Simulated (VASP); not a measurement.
Here is a VASP 6.6.1 calculation.

POSCAR

```
SrTe
1.0
    0.0000000000      3.3752912555      3.3752912555
    3.3752912555      0.0000000000      3.3752912555
    3.3752912555      3.3752912555      0.0000000000
Sr Te
1 1
Direct
    0.5000000000      0.5000000000      0.5000000000
    0.0000000000      0.0000000000      0.0000000000
```

Contents of INCAR.step1:

```
SYSTEM = SrTe
  ALGO = Normal
  EDIFF = 1E-5
  ENCUT = 550
  GGA = PE
  GGA_COMPAT = .FALSE.
  ISMEAR = 0
  LASPH = .TRUE.
  LCHARG = .FALSE.
  LREAL = .FALSE.
  LWAVE = .TRUE.
  NBANDS = 15
  NELM = 120
  PREC = Accurate
  SIGMA = 0.05
```

INCAR.step2

```
SYSTEM = SrTe
  ALGO = Normal
  EDIFF = 1E-6
  ENCUT = 550
  GGA_COMPAT = .FALSE.
  ISIF = 2
  ISMEAR = 0
  ISTART = 1
  LASPH = .TRUE.
  LCHARG = .FALSE.
  LMIXTAU = .TRUE.
  LREAL = .FALSE.
  LWAVE = .FALSE.
  METAGGA = R2SCAN
  NBANDS = 15
  NELM = 120
  PREC = Accurate
  SIGMA = 0.05
```

File KPOINTS:

```
k-points
0
G
  6 6 6
  0 0 0
```

Potentials or basis: VASP PAW PBE potentials, release 64 (Sr_sv, Te).

Run with:

```console
$ cat potpaw_PBE.64/Sr_sv/POTCAR potpaw_PBE.64/Te/POTCAR > POTCAR
$ cp INCAR.step1 INCAR
$ mpirun -np 1 vasp_std > vasp.out
$ cp INCAR.step2 INCAR
$ mpirun -np 1 vasp_std > vasp.out
```

(1) What does it give for the band gap on the k mesh?

(2) Estimate the pressure.

Results:

(1) 2.19 eV (least direct gap 2.92 eV).

(2) -0.6 GPa.

Caveat: the PAW data sets were made with another functional, which shifts forces and pressure a little; spin-orbit coupling is left out, which moves the levels of the heavy elements.
